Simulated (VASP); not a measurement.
A run of VASP 6.6.1 is set up as follows.

The input INCAR:

```
  PREC = Accurate
  ENCUT = 520
  EDIFF = 1E-8
  ISMEAR = -1
  SIGMA = 0.03
  LREAL = F
  LASPH = T
  NELM = 100
  ALGO = Normal
  ISIF = 2
  LWAVE = F
  LCHARG = F
  GGA = CA
  LEFG = T
  NBANDS = 7
```

KPOINTS

```
Automatic mesh
0
Gamma
  16 16 16
```

POSCAR

```
Mg
1.0
    0.0000000000      2.1988317276      2.1988317276
    2.1988317276      0.0000000000      2.1988317276
    2.1988317276      2.1988317276      0.0000000000
Mg
1
Direct
    0.0000000000      0.0000000000      0.0000000000
```

Potentials or basis: VASP PAW LDA potentials, release 64 (Mg).

Command:

```console
$ cat potpaw_LDA.64/Mg/POTCAR > POTCAR
$ mpirun -np 1 vasp_std > vasp.out
```

(1) Predict the pressure.

(2) What does it give for the band gap on the k mesh?

Answers

(1) 0.7 GPa.

(2) zero (bands 1 and 2 overlap by 2.81 eV).
